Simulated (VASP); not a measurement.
Br, 1 atom in the cell. The structure is cubic, space group Im-3m (No. 229). The conventional cell has a = 3.843 Å, b = 3.843 Å, c = 3.843 Å, α = 90.00°, β = 90.00°, γ = 90.00°. Within 4.4 Å of Br (site symmetry m-3m) lie 14 Br at 3.33 to 3.84 Å. 

```yaml
Program: VASP 6.6.1
Task: single point
Functional: PBE
Potentials_or_basis: VASP PAW PBE potentials, release 64 (Br)
Cutoff: 520 eV
k_mesh: 41 × 41 × 41
Occupations: fermi-dirac, width 0.0612256 eV
Spin: no spin polarisation
Dipole_correction: no
Further_INCAR_settings: ALGO = Normal; EDIFF = 1e-06; NBANDS = 10
```

Potentials or basis: VASP PAW PBE potentials, release 64 (Br).

The run is started by

```bash
$ cat potpaw_PBE.64/Br/POTCAR > POTCAR
$ mpirun -np 1 vasp_std > vasp.out
```

Hardware: 1 thread of AMD EPYC 9R45 96-Core Processor (Zen 5), on a shared host.

Q: Estimate the wall time of this run.

A: It took 3.2 min on 1 thread of AMD EPYC 9R45 96-Core Processor (Zen 5), on a shared host, peak memory 0.51 GiB. Counts: scf iterations 10, k points 1771.
